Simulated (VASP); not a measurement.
# CaSe (Fm-3m) in VASP: further runs

Aim: see how the results for CaSe move with the level of theory and the settings. Levels: PBE, r2SCAN. Tasks: single point.

Program: VASP 6.6.1. These are calculated values, not measurements. Logs are shortened: lines on timing, memory, paths and dates and some standing lists are left out, and cuts for length are marked.

## 1. The cell of the first run

It takes space group Fm-3m (No. 225, cubic). Conventional cell: a = 5.935 Å, b = 5.935 Å, c = 5.935 Å, α = 90.00°, β = 90.00°, γ = 90.00°. Ca (site symmetry m-3m) has 6 Se at 2.97 Å within 3.9 Å. Within 3.9 Å of Se (site symmetry m-3m) lie 6 Ca at 2.97 Å.

## 2. Single point, PBE

Input file INCAR:

```
SYSTEM = CaSe
PREC = Accurate
ENCUT = 520
EDIFF = 1E-6
ISMEAR = 0
SIGMA = 0.01
LREAL = .FALSE.
LASPH = .TRUE.
NELM = 60
ALGO = Normal
ISIF = 2
LWAVE = .FALSE.
LCHARG = .TRUE.
GGA = PE
LELF = .TRUE.
LVHAR = .TRUE.
NBANDS = 15
```

Input file KPOINTS:

```
regular mesh
0
G
  6 6 6
  0 0 0
```

Input file POSCAR:

```
CaSe
1.0
    0.0000000000      2.9675264115      2.9675264115
    2.9675264115      0.0000000000      2.9675264115
    2.9675264115      2.9675264115      0.0000000000
Ca Se
1 1
Direct
    0.0000000000      0.0000000000      0.0000000000
    0.5000000000      0.5000000000      0.5000000000
```

Potentials or basis: VASP PAW PBE potentials, release 64 (Ca_sv, Se).

Launch:

```
> cat potpaw_PBE.64/Ca_sv/POTCAR potpaw_PBE.64/Se/POTCAR > POTCAR
> mpirun -np 1 vasp_std > vasp.out
```

OUTCAR:

```text
SYSTEM = CaSe
   PREC = Accurate
   ENCUT = 520
   EDIFF = 1E-6
   ISMEAR = 0
   LREAL = .FALSE.
   LASPH = .TRUE.
   NELM = 60
   ISIF = 2
   GGA = PE

 ion  position               nearest neighbor table
   1  0.000  0.000  0.000-   2 2.97   2 2.97   2 2.97   2 2.97   2 2.97   2 2.97
   2  0.500  0.500  0.500-   1 2.97   1 2.97   1 2.97   1 2.97   1 2.97   1 2.97

  LATTYP: Found a face centered cubic cell.
 ALAT       =     5.9350528230

  Lattice vectors:

 A1 = (   0.0000000000,   2.9675264115,   2.9675264115)
 A2 = (   2.9675264115,   0.0000000000,   2.9675264115)
 A3 = (   2.9675264115,   2.9675264115,   0.0000000000)

Analysis of symmetry for initial positions (statically):
=====================================================================
 Subroutine PRICEL returns:
 Original cell was already a primitive cell.

 Routine SETGRP: Setting up the symmetry group for a
 face centered cubic supercell.

 Subroutine GETGRP returns: Found 48 space group operations
 (whereof 48 operations were pure point group operations)
 out of a pool of 48 trial point group operations.

The static configuration has the point symmetry O_h .

Analysis of symmetry for dynamics (positions and initial velocities):
=====================================================================
 Subroutine PRICEL returns:
 Original cell was already a primitive cell.

 Routine SETGRP: Setting up the symmetry group for a
 face centered cubic supercell.

 Subroutine GETGRP returns: Found 48 space group operations
 (whereof 48 operations were pure point group operations)
 out of a pool of 48 trial point group operations.

The dynamic configuration has the point symmetry O_h .

 Subroutine INISYM returns: Found 48 space group operations
 (whereof 48 operations are pure point group operations),
 and found     1 'primitive' translations

----------------------------------------------------------------------------------------

                                     Primitive cell

  volume of cell :      52.2653

  direct lattice vectors                    reciprocal lattice vectors
     0.000000000  2.967526412  2.967526412    -0.168490497  0.168490497  0.168490497
     2.967526412  0.000000000  2.967526412     0.168490497 -0.168490497  0.168490497
     2.967526412  2.967526412  0.000000000     0.168490497  0.168490497 -0.168490497

  length of vectors
     4.196716098  4.196716098  4.196716098     0.291834101  0.291834101  0.291834101

  position of ions in fractional coordinates (direct lattice)
     0.000000000  0.000000000  0.000000000
     0.500000000  0.500000000  0.500000000

  ion indices of the primitive-cell ions
   primitive index   ion index
                 1           1
                 2           2

----------------------------------------------------------------------------------------

 KPOINTS: regular mesh

Automatic generation of k-mesh.
 Grid dimensions read from file:
 generate k-points for:    6    6    6

 Generating k-lattice:

  Cartesian coordinates                     Fractional coordinates (reciprocal lattice)
    -0.028081750  0.028081750  0.028081750     0.166666667  0.000000000  0.000000000
     0.028081750 -0.028081750  0.028081750     0.000000000  0.166666667  0.000000000
     0.028081750  0.028081750 -0.028081750     0.000000000  0.000000000  0.166666667

  Length of vectors
     0.048639017  0.048639017  0.048639017

  Shift w.r.t. Gamma in fractional coordinates (k-lattice)
     0.000000000  0.000000000  0.000000000

 Subroutine IBZKPT returns following result:
 ===========================================

 Found     16 irreducible k-points:

 Following reciprocal coordinates:
            Coordinates               Weight
  0.000000  0.000000  0.000000      1.000000
  0.166667  0.000000  0.000000      8.000000
  0.333333  0.000000  0.000000      8.000000
  0.500000  0.000000  0.000000      4.000000
  0.166667  0.166667  0.000000      6.000000
  0.333333  0.166667  0.000000     24.000000
[... 8 lines left out ...]
 -0.333333  0.333333  0.166667     24.000000
 -0.333333  0.500000  0.166667     12.000000
   k-points           NKPTS =     16   k-points in BZ     NKDIM =     16   number of bands    NBANDS=     15
   number of dos      NEDOS =    301   number of ions     NIONS =      2
   total plane-waves  NPLWV =  32768
   dimension x,y,z NGX =    32 NGY =   32 NGZ =   32
   dimension x,y,z NGXF=    64 NGYF=   64 NGZF=   64
   ions per type =               1   1
   NGX,Y,Z   is equivalent  to a cutoff of  12.68, 12.68, 12.68 a.u.
   NGXF,Y,Z  is equivalent  to a cutoff of  25.35, 25.35, 25.35 a.u.
 SYSTEM =  CaSe
   PREC   = accura    normal or accurate (medium, high low for compatibility)
   ISTART =      0    job   : 0-new  1-cont  2-samecut
   ICHARG =      2    charge: 1-file 2-atom 10-const
   ISPIN  =      1    spin polarized calculation?
   LNONCOLLINEAR =      F non collinear calculations
   LSORBIT =      F    spin-orbit coupling
   LASPH  =      T    aspherical Exc in radial PAW
   ENCUT  =  520.0 eV  38.22 Ry    6.18 a.u.   7.80  7.80  7.80*2*pi/ulx,y,z
   NELM   =     60;   NELMIN=  2; NELMDL= -5     # of ELM steps
   EDIFF  = 0.1E-05   stopping-criterion for ELM
   LREAL  =      F    real-space projection
   EDIFFG = 0.1E-04   stopping-criterion for IOM
   NSW    =      0    number of steps for IOM
   IBRION =     -1    ionic relax: 0-MD 1-quasi-New 2-CG
   NFREE  =      0    steps in history (QN), initial steepest desc. (CG)
   ISIF   =      2    stress and relaxation
   ISYM   =      2    0-nonsym 1-usesym 2-fastsym
   POTIM  = 0.5000    time-step for ionic-motion
   TEBEG  =    0.0;   TEEND  =   0.0 temperature during run
   PSTRESS=    0.0 pullay stress
   NELECT =      16.0000    total number of electrons
   NUPDOWN=      -1.0000    fix difference up-down
   EMIN   =  10.00;   EMAX   =-10.00  energy-range for DOS
   EFERMI =   0.00;   METHOD = LEGACY
   ISMEAR =     0;   SIGMA  =   0.01  broadening in eV -4-tet -1-fermi 0-gaus
   EFERMI_NEDOS =   21; number of points for ismear=-14 and -15
   IALGO  =     38    algorithm
   IMIX   =      4    mixing-type and parameters
     AMIX     =   0.40;   BMIX     =  1.00
     AMIX_MAG =   1.60;   BMIX_MAG =  1.00
  volume/ion in A,a.u.               =      26.13       176.35
  Fermi-wavevector in a.u.,A,eV,Ry     =   1.103342  2.085014 16.563243  1.217364
  Thomas-Fermi vector in A             =   2.239799
   LORBIT       =      0    0 simple, 1 ext, 2 COOP (PROOUT), +10 PAW based schemes
   GGA     = PE    functional components
   LHFCALC =     F    Hartree Fock is set to
   AEXX    =    0.0000 exact exchange contribution
   IVDW    =     0    specifies the selected vdW correction
   LEPSILON=     F    determine dielectric tensor
   LRPA    =     F    only Hartree local field effects (RPA)
 non-spin polarized calculation
 Gauss-broadening in eV      SIGMA  =   0.01
  energy-cutoff  :      520.00
  volume of cell :       52.27
 maximum number of plane-waves:      1420
   NGX = 15   NGY = 15   NGZ = 15

 number of electron      15.9999997 magnetization

 Free energy of the ion-electron system (eV)
  ---------------------------------------------------
  ext. energy  EPLUGINS =         0.00000000
  ---------------------------------------------------
  free energy    TOTEN  =        -9.48318254 eV

  energy without entropy =       -9.48318254  energy(sigma->0) =       -9.48318254

 E-fermi :   2.4705     XC(G=0):  -9.1127

 val. band max:        2.3785893440   @ k =   0.0000   0.0000   0.0000
 cond. band min:       4.4251614924   @ k =   0.5000   0.5000   0.0000
 fundamental gap:      2.0465721484
 Fermi energy:         2.4705472854

 k-point     1 :       0.0000    0.0000    0.0000
  band No.  band energies     occupation
      1     -37.4026      2.00000
      2     -18.3947      2.00000
      3     -18.3947      2.00000
      4     -18.3947      2.00000
      5      -9.3855      2.00000
      6       2.3786      2.00000
      7       2.3786      2.00000
      8       2.3786      2.00000
      9       5.6662      0.00000
     10       6.0870      0.00000
     11       6.0870      0.00000
     12       6.0870      0.00000
     13       6.6459      0.00000
     14       6.6459      0.00000
     15      12.0782      0.00000

 k-point     2 :       0.1667    0.0000    0.0000
  band No.  band energies     occupation
      1     -37.4010      2.00000
      2     -18.4225      2.00000
      3     -18.3966      2.00000
      4     -18.3966      2.00000
      5      -9.2295      2.00000
      6       1.2059      2.00000
      7       1.9973      2.00000
      8       1.9973      2.00000
      9       5.9981      0.00000
     10       6.4386      0.00000
     11       6.4386      0.00000
     12       7.1390      0.00000
     13       7.3293      0.00000
     14       7.3293      0.00000
     15      12.1471      0.00000

 k-point     3 :       0.3333    0.0000    0.0000
  band No.  band energies     occupation
      1     -37.3978      2.00000
      2     -18.4770      2.00000
      3     -18.4004      2.00000
      4     -18.4004      2.00000
      5      -8.8920      2.00000
      6      -0.2731      2.00000
      7       1.4301      2.00000
      8       1.4301      2.00000
      9       6.3114      0.00000
     10       7.2488      0.00000
     11       7.2488      0.00000
     12       8.4269      0.00000
     13       8.7602      0.00000
     14       8.7602      0.00000
     15      11.7710      0.00000

 k-point     4 :       0.5000    0.0000    0.0000
  band No.  band energies     occupation
      1     -37.3962      2.00000
      2     -18.5037      2.00000
      3     -18.4022      2.00000
      4     -18.4022      2.00000
      5      -8.7069      2.00000
      6      -0.8675      2.00000
      7       1.2012      2.00000
      8       1.2012      2.00000
      9       6.8787      0.00000
     10       7.8288      0.00000
     11       7.8592      0.00000
     12       7.8592      0.00000
     13       9.8360      0.00000
     14       9.8360      0.00000
     15      10.4243      0.00000
[... 163 lines left out ...]
 k-point    14 :       0.5000    0.3333    0.1667
  band No.  band energies     occupation
      1     -37.3957      2.00000
      2     -18.4680      2.00000
      3     -18.4292      2.00000
      4     -18.4117      2.00000
      5      -8.8027      2.00000
      6      -0.1545      2.00000
      7       1.0100      2.00000
      8       1.2110      2.00000
      9       5.9497      0.00000
     10       7.4027      0.00000
     11       7.9036      0.00000
     12       8.0587      0.00000
     13       8.4546      0.00000
     14       9.8187      0.00000
     15      10.5563      0.00000

 k-point    15 :      -0.3333    0.3333    0.1667
  band No.  band energies     occupation
      1     -37.3946      2.00000
      2     -18.4705      2.00000
      3     -18.4381      2.00000
      4     -18.4179      2.00000
      5      -8.7252      2.00000
      6      -0.1165      2.00000
      7       0.5885      2.00000
      8       1.0613      2.00000
      9       6.8056      0.00000
     10       6.8846      0.00000
     11       8.0801      0.00000
     12       8.2409      0.00000
     13       8.3226      0.00000
     14      10.1449      0.00000
     15      10.9355      0.00000

 k-point    16 :      -0.3333    0.5000    0.1667
  band No.  band energies     occupation
      1     -37.3941      2.00000
      2     -18.4618      2.00000
      3     -18.4382      2.00000
      4     -18.4310      2.00000
      5      -8.7533      2.00000
      6       0.1215      2.00000
      7       0.8200      2.00000
      8       0.8871      2.00000
      9       5.7007      0.00000
     10       7.5291      0.00000
     11       7.7061      0.00000
     12       8.1478      0.00000
     13       8.3906      0.00000
     14       9.3343      0.00000
     15      11.8254      0.00000

------------------------ aborting loop because EDIFF is reached ----------------------------------------

  FORCE on cell =-STRESS in cart. coord.  units (eV):
  Direction    XX          YY          ZZ          XY          YZ          ZX
  --------------------------------------------------------------------------------------
  -------------------------------------------------------------------------------------
  Total        0.2438605      0.2438605      0.2438605      0.0000000      0.0000000     -0.0000000
  in kB        7.4754648      7.4754648      7.4754648      0.0000000      0.0000000     -0.0000000
  external PRESSURE =       7.4754648 kB  Pullay stress =       0.0000000 kB

 VOLUME and BASIS-vectors are now :
 -----------------------------------------------------------------------------
  energy-cutoff  :      520.00
  volume of cell :       52.27
      direct lattice vectors                 reciprocal lattice vectors
     0.000000000  2.967526412  2.967526412    -0.168490497  0.168490497  0.168490497
     2.967526412  0.000000000  2.967526412     0.168490497 -0.168490497  0.168490497
     2.967526412  2.967526412  0.000000000     0.168490497  0.168490497 -0.168490497

 POSITION                                       TOTAL-FORCE (eV/Angst)
 -----------------------------------------------------------------------------------
      0.00000      0.00000      0.00000         0.000000      0.000000      0.000000
      2.96753      2.96753      2.96753        -0.000000     -0.000000     -0.000000
 -----------------------------------------------------------------------------------
    total drift:                                0.000000     -0.000000     -0.000000

  FREE ENERGIE OF THE ION-ELECTRON SYSTEM (eV)
  ---------------------------------------------------
  free  energy   TOTEN  =        -9.4831825400 eV

  energy  without entropy=       -9.4831825400  energy(sigma->0) =       -9.48318254
```

Wall time 22 s (1 thread of AMD EPYC, shared host); peak memory 0.14 GiB.

What came out:

```yaml
Free_energy: -9.4832 eV
Pressure: 0.7 GPa
Band_gap_on_the_k_mesh: 2.05 eV, indirect (least direct gap 2.97 eV)
```

A k mesh can miss the band edges. PBE gaps usually lie below the measured ones, often by a third to a half.

## 3. Single point, PBE

Input file INCAR:

```
  PREC = Accurate
  ENCUT = 520
  EDIFF = 1E-6
  ISMEAR = 0
  SIGMA = 0.01
  LREAL = False
  LASPH = True
  NELM = 100
  ALGO = Normal
  ISIF = 2
  LWAVE = False
  LCHARG = True
  GGA = PE
  LELF = True
  LVHAR = True
  NBANDS = 15
```

Input file KPOINTS:

```
Automatic mesh
0
Gamma
  6 6 6
```

POSCAR is that of step 2.

Potentials or basis: VASP PAW PBE potentials, release 64 (Ca_sv, Se).

Launch:

```
> cat potpaw_PBE.64/Ca_sv/POTCAR potpaw_PBE.64/Se/POTCAR > POTCAR
> mpirun -np 1 vasp_std > vasp.out
```

It took 22 s on 1 thread of AMD EPYC, shared host; peak memory 0.14 GiB.

Results (log left out):

- Free energy: -9.4832 eV
- Pressure: 0.7 GPa
- Band gap on the k mesh: 2.05 eV, indirect (least direct gap 2.97 eV)

Levels at points of the mesh, in eV from the valence-band top:
```csv
k point,band 5,band 6,band 7,band 8,band 9,band 10,band 11,band 12
"(0.00, 0.00, 0.00)",-11.76,0.00,0.00,0.00,3.29,3.71,3.71,3.71
"(0.50, 0.00, 0.00)",-11.09,-3.25,-1.18,-1.18,4.50,5.45,5.48,5.48
"(0.50, 0.50, 0.00)",-11.20,-2.49,-0.92,-0.92,2.05,5.01,5.02,5.98
```

A k mesh can miss the band edges.

## 4. Single point, r2SCAN

POSCAR is that of step 3.

Input file INCAR.step1:

```
PREC = Accurate
ENCUT = 520
ISMEAR = 0
SIGMA = 0.01
LREAL = False
LASPH = True
NELM = 80
NBANDS = 15
GGA = PE
ALGO = Normal
EDIFF = 1E-4
LWAVE = True
LCHARG = False
```

Input file INCAR.step2:

```
PREC = Accurate
ENCUT = 520
EDIFF = 1E-6
ISMEAR = 0
SIGMA = 0.01
LREAL = False
LASPH = True
NELM = 80
ALGO = Normal
ISIF = 2
LWAVE = False
LCHARG = True
METAGGA = R2SCAN
LMIXTAU = True
LELF = True
LVHAR = True
NBANDS = 15
ISTART = 1
```

KPOINTS is that of step 3.

Launch:

```
> cat potpaw_PBE.64/Ca_sv/POTCAR potpaw_PBE.64/Se/POTCAR > POTCAR
> cp INCAR.step1 INCAR
> mpirun -np 1 vasp_std > vasp.out
> cp INCAR.step2 INCAR
> mpirun -np 1 vasp_std > vasp.out
```

Run time: 99 s. Hardware: 1 thread of AMD EPYC, shared host; peak memory 0.16 GiB.

The run converged. Its results:

| Property | Result |
| --- | --- |
| Free energy | -25.9785 eV |
| Pressure | 0.2 GPa |
| Band gap on the k mesh | 2.52 eV, indirect (least direct gap 3.46 eV) |

Levels at points of the mesh, in eV from the valence-band top:
```
           k point  band 4  band 5  band 6  band 7  band 8  band 9  band 10  band 11  band 12  band 13
(0.00, 0.00, 0.00)  -21.44  -12.16    0.00    0.00    0.00    4.08     4.23     4.23     4.23     4.82
(0.50, 0.00, 0.00)  -21.45  -11.45   -3.24   -1.17   -1.17    5.10     6.07     6.09     6.09     8.10
(0.50, 0.50, 0.00)  -21.47  -11.57   -2.52   -0.94   -0.94    2.52     5.60     5.76     6.62     6.62
```

Caveat: the PAW data sets were made with another functional, which shifts forces and pressure a little.

## 5. Single point, PBE

Input file INCAR:

```
PREC     = Accurate       # precision mode
ENCUT    = 520            # plane-wave cutoff, eV
EDIFF    = 1E-7           # SCF threshold, eV
ISMEAR   = 0              # smearing method
SIGMA    = 0.01           # smearing width, eV
LREAL    = F              # projectors in reciprocal space
LASPH    = T              # aspherical terms in the spheres
NELM     = 80             # most SCF steps
ALGO     = Normal         # electronic algorithm
ISIF     = 2              # what is computed and relaxed
LWAVE    = F              # write WAVECAR
LCHARG   = F              # write CHGCAR
GGA      = PE             # functional
NBANDS   = 15             # bands
```

Input file KPOINTS:

```
Automatic mesh
0
Gamma
  8 8 8
```

POSCAR is that of step 4.

Launch:

```
> cat potpaw_PBE.64/Ca_sv/POTCAR potpaw_PBE.64/Se/POTCAR > POTCAR
> mpirun -np 1 vasp_std > vasp.out
```

Wall time 34 s (1 thread of AMD EPYC, shared host); peak memory 0.15 GiB.

It converged, with:

| Property | Result |
| --- | --- |
| Free energy | -9.4840 eV |
| Pressure | 0.7 GPa |
| Band gap on the k mesh | 2.05 eV, indirect (least direct gap 2.97 eV) |

Levels at points of the mesh, in eV from the valence-band top:
```tsv
k point	band 5	band 6	band 7	band 8	band 9	band 10	band 11	band 12
(0.00, 0.00, 0.00)	-11.76	0.00	0.00	0.00	3.29	3.71	3.71	3.71
(0.50, 0.00, 0.00)	-11.09	-3.25	-1.18	-1.18	4.50	5.45	5.48	5.48
(0.50, 0.50, 0.00)	-11.20	-2.49	-0.92	-0.92	2.05	5.01	5.02	5.98
```

A k mesh can miss the band edges.

## 6. Overview

| level | k mesh | gap on the mesh (eV) | pressure (GPa) |
| --- | --- | --- | --- |
| PBE | 6 × 6 × 6 | 2.05 | 0.7 |
| r2SCAN | 6 × 6 × 6 | 2.52 | 0.2 |
| PBE | 8 × 8 × 8 | 2.05 | 0.7 |

Alike in all rows: task single point; potentials or basis VASP PAW PBE potentials, release 64 (Ca_sv, Se); no spin polarisation; cell as given; cutoff (eV) 520; smearing gaussian 0.01 eV.

On the cell as given the gap runs from 2.05 eV (PBE) to 2.52 eV (r2SCAN); the meshes differ, which moves gaps too. The pressure there spans 0.2 GPa (r2SCAN) to 0.7 GPa (PBE); a positive pressure means that this level wants a larger cell, a negative one a smaller.

Caveats: the PAW data sets were made with another functional, which shifts forces and pressure a little (some runs).

Absolute energies hang on the potentials; compare differences alone.
